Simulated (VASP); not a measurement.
Input of a VASP 6.6.1 run:

File INCAR:

```
SYSTEM = Re
PREC     = Accurate       ! precision mode
ENCUT    = 520            ! plane-wave cutoff, eV
EDIFF    = 1E-6           ! SCF threshold, eV
ISMEAR   = 0              ! smearing method
SIGMA    = 0.1            ! smearing width, eV
LREAL    = .False.        ! projectors in reciprocal space
LASPH    = .True.         ! aspherical terms in the spheres
NELM     = 100            ! most SCF steps
ALGO     = Normal         ! electronic algorithm
ISIF     = 2              ! what is computed and relaxed
LWAVE    = .False.        ! write WAVECAR
LCHARG   = .True.         ! write CHGCAR
GGA      = PS             ! functional
LELF     = .True.         ! ELF
LVHAR    = .True.       
NBANDS   = 54             ! bands
```

Contents of KPOINTS:

```
regular mesh
0
Gamma
  3 3 3
  0 0 0
```

Contents of POSCAR:

```
Re
1.0
    3.2790923947      1.8931848768      6.4714647752
   -3.2790923947      1.8931848768      6.4714647752
    0.0000000000     -3.7863697535      6.4714647752
Re
12
Direct
    0.0213846893      0.6375010241      0.0213846893
    0.0213846893      0.0213846893      0.6375010241
    0.6375010241      0.0213846893      0.0213846893
    0.9786153107      0.3624989759      0.9786153107
    0.3624989759      0.9786153107      0.9786153107
    0.9786153107      0.9786153107      0.3624989759
    0.2322486559      0.6155918310      0.2322486559
    0.2322486559      0.2322486559      0.6155918310
    0.6155918310      0.2322486559      0.2322486559
    0.7677513441      0.3844081690      0.7677513441
    0.3844081690      0.7677513441      0.7677513441
    0.7677513441      0.7677513441      0.3844081690
```

Potentials or basis: VASP PAW PBE potentials, release 64 (Re).

Launch:

```console
$ cat potpaw_PBE.64/Re/POTCAR > POTCAR
$ mpirun -np 1 vasp_std > vasp.out
```

Q: Estimate the band gap on the k mesh.

A: Zero (band 42 reaches 4.66 eV, above the bottom of band 43 at 4.45 eV).

Q: What does it give for the largest force?

A: 0.102 eV/Å.

Q: Predict the pressure.

A: -0.7 GPa.

Forces in eV/Å, atoms in the order of the input:
```
Re  -0.078  0.045 -0.049
Re   0.000 -0.090 -0.049
Re   0.078  0.045 -0.049
Re   0.078 -0.045  0.049
Re  -0.078 -0.045  0.049
Re   0.000  0.090  0.049
Re  -0.004  0.003  0.023
Re   0.000 -0.005  0.023
Re   0.004  0.003  0.023
Re   0.004 -0.003 -0.023
Re  -0.004 -0.003 -0.023
Re   0.000  0.005 -0.023
```

Caveat: the k points lie up to 0.38 Å⁻¹ apart; the PAW data sets were made with another functional, which shifts forces and pressure a little; spin-orbit coupling is left out, which moves the levels of the heavy elements.
